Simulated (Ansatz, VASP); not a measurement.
## One calculation of CdS, two programs

INCAR

```
SYSTEM = CdS
ALGO = Normal
EDIFF = 1E-6
ENCUT = 500
GGA = PE
GGA_COMPAT = .FALSE.
ISIF = 2
ISMEAR = 0
IVDW = 13
LASPH = .TRUE.
LCHARG = .FALSE.
LREAL = .FALSE.
LWAVE = .FALSE.
NBANDS = 16
NELM = 120
PREC = Accurate
SIGMA = 0.01
```

KPOINTS

```
k-points
0
G
  6 6 6
  0 0 0
```

File POSCAR:

```
CdS
1.0
    0.0000000000      2.9392138883      2.9392138883
    2.9392138883      0.0000000000      2.9392138883
    2.9392138883      2.9392138883      0.0000000000
Cd S
1 1
Direct
    0.0000000000      0.0000000000      0.0000000000
    0.2500000000      0.2500000000      0.2500000000
```

Input for Ansatz:

```yaml
crystal:
  lattice:
    - [0.0, 2.9392138883, 2.9392138883]
    - [2.9392138883, 0.0, 2.9392138883]
    - [2.9392138883, 2.9392138883, 0.0]
  atoms:
    - { symbol: Cd, position: [0.0, 0.0, 0.0] }
    - { symbol: S, position: [0.25, 0.25, 0.25] }
kpoints:
  mp_grid: { grid: [6, 6, 6] }
hamiltonian:
  xc: pbe
  dispersion: d4
scf:
  occupations: { method: fixed }
  n_extra_bands: 4
output:
  forces: true
  stress: true
  eigenvalues: true
```

Alike in both runs: task single point; functional PBE; dispersion D4; k mesh 6 × 6 × 6; no spin polarisation.

```csv
,VASP,Ansatz
version,VASP 6.6.1,Ansatz 0.2.0
potentials or method,"VASP PAW PBE potentials, release 64 (Cd, S)",plane waves
plane-wave cutoff (eV),500,420
occupations,"gaussian, width 0.01 eV",fixed
valence electrons in the cell,18,26
```

|  | VASP | Ansatz | Ansatz less VASP |
| --- | --- | --- | --- |
| gap on the k mesh at the Fermi level (eV) | 1.10 | 1.09 | -0.003 |
| pressure (GPa) | -0.4 | -0.7 | -0.32 |

VASP's potentials hold 18 valence electrons a cell and Ansatz's 26, so a difference there can come from the potentials and not from the codes.
